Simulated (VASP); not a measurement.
A run of VASP 6.6.1 is set up as follows.

Contents of INCAR:

```
SYSTEM = C
PREC = Accurate
ENCUT = 520
EDIFF = 1E-7
ISMEAR = 0
SIGMA = 0.1
LREAL = Auto
LASPH = .TRUE.
NELM = 100
ALGO = Normal
ISIF = 2
LWAVE = .FALSE.
LCHARG = .FALSE.
LDIPOL = .TRUE.
IDIPOL = 3
DIPOL = 0.5 0.5 0.500
GGA = PE
IVDW = 12
NBANDS = 66
```

The input KPOINTS:

```
Automatic mesh
0
G
  6 6 1
  0 0 0
```

POSCAR

```
C
1.0
    4.9299593294      0.0000000000      0.0000000000
   -2.4649796647      4.2694700189      0.0000000000
    0.0000000000      0.0000000000     23.7384327567
C
24
Direct
    0.0000000000      0.0000000000      0.3580691414
    0.0000000000      0.5000000000      0.3580691414
    0.5000000000      0.0000000000      0.3580691414
    0.5000000000      0.5000000000      0.3580691414
    0.1666666667      0.3333333333      0.3580691315
    0.1666666667      0.8333333333      0.3580691315
    0.6666666667      0.3333333333      0.3580691315
    0.6666666667      0.8333333333      0.3580691315
    0.0000000000      0.0000000000      0.5000000050
    0.0000000000      0.5000000000      0.5000000050
    0.5000000000      0.0000000000      0.5000000050
    0.5000000000      0.5000000000      0.5000000050
    0.3333333333      0.1666666667      0.4999999950
    0.3333333333      0.6666666667      0.4999999950
    0.8333333333      0.1666666667      0.4999999950
    0.8333333333      0.6666666667      0.4999999950
    0.0000000000      0.0000000000      0.6419308685
    0.0000000000      0.5000000000      0.6419308685
    0.5000000000      0.0000000000      0.6419308685
    0.5000000000      0.5000000000      0.6419308685
    0.1666666667      0.3333333333      0.6419308586
    0.1666666667      0.8333333333      0.6419308586
    0.6666666667      0.3333333333      0.6419308586
    0.6666666667      0.8333333333      0.6419308586
```

Potentials or basis: VASP PAW PBE potentials, release 64 (C).

Command:

```console
$ cat potpaw_PBE.64/C/POTCAR > POTCAR
$ mpirun -np 1 vasp_std > vasp.out
```

**Question.** What does it give for the largest force?

**Answer.** 0.007 eV/Å.

**Question.** Estimate the dispersion energy per atom.

**Answer.** -0.131 eV.

Forces in eV/Å, atoms in the order of the input:
```
C    0.000  0.000  0.003
C    0.000  0.000  0.003
C    0.000  0.000  0.003
C    0.000  0.000  0.003
C    0.000  0.000 -0.007
C    0.000  0.000 -0.007
C    0.000  0.000 -0.007
C    0.000  0.000 -0.007
C    0.000  0.000  0.000
C    0.000  0.000  0.000
C    0.000  0.000  0.000
C    0.000  0.000  0.000
C    0.000  0.000  0.000
C    0.000  0.000  0.000
C    0.000  0.000  0.000
C    0.000  0.000  0.000
C    0.000  0.000 -0.003
C    0.000  0.000 -0.003
C    0.000  0.000 -0.003
C    0.000  0.000 -0.003
C    0.000  0.000  0.007
C    0.000  0.000  0.007
C    0.000  0.000  0.007
C    0.000  0.000  0.007
```
